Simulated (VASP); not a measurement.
# SiC: single point with r2SCAN

SiC:

```
CELL_PARAMETERS angstrom
3.01473 0.00000 0.00000
-1.50736 2.61083 0.00000
0.00000 0.00000 9.87102
ATOMIC_POSITIONS crystal
Si 0.66667 0.33333 0.93784
Si 0.33333 0.66667 0.43784
Si 0.00000 0.00000 0.68789
Si 0.00000 0.00000 0.18789
C 0.66667 0.33333 0.74980
C 0.33333 0.66667 0.24980
C 0.00000 0.00000 0.50047
C 0.00000 0.00000 0.00047
```

```yaml
Program: VASP 6.6.1
Task: single point
Functional: r2SCAN
Potentials_or_basis: VASP PAW PBE potentials, release 64 (Si, C)
Cutoff: 520 eV
k_mesh: 9 × 9 × 2
Occupations: gaussian, width 0.01 eV
Spin: no spin polarisation
```

| Quantity | Value |
| --- | --- |
| Pressure | 15.6 GPa |
| Largest force | 0.021 eV/Å |
| Band gap on the k mesh | 2.76 eV (least direct gap 3.92 eV) |

Forces in eV/Å, atoms in the order of the input:
```
Si   0.000  0.000 -0.021
Si   0.000  0.000 -0.021
Si   0.000  0.000  0.011
Si   0.000  0.000  0.011
C    0.000  0.000  0.011
C    0.000  0.000  0.011
C    0.000  0.000 -0.001
C    0.000  0.000 -0.001
```

Stress tensor (GPa, compression positive):
```
15.71  0.00  0.00
 0.00 15.71  0.00
 0.00  0.00 15.46
```

Levels at points of the mesh, in eV from the valence-band top:
| k point | band 12 | band 13 | band 14 | band 15 | band 16 | band 17 | band 18 | band 19 | band 20 | band 21 |
| --- | --- | --- | --- | --- | --- | --- | --- | --- | --- | --- |
| (0.00, 0.00, 0.00) | -0.62 | -0.62 | -0.05 | 0.00 | 0.00 | 6.25 | 6.84 | 7.51 | 7.64 | 7.85 |
| (0.00, 0.00, 0.50) | -1.11 | -0.22 | -0.22 | -0.22 | -0.22 | 6.47 | 6.47 | 7.99 | 7.99 | 7.99 |

It took 2.5 min on 1 thread of Intel(R) Xeon(R) Platinum 8259CL CPU @ 2.50GHz (Skylake/Cascade Lake), on a shared host, peak memory 0.22 GiB.

Caveat: the cell stands under pressure; the PAW data sets were made with another functional, which shifts forces and pressure a little. A k mesh can miss the band edges.
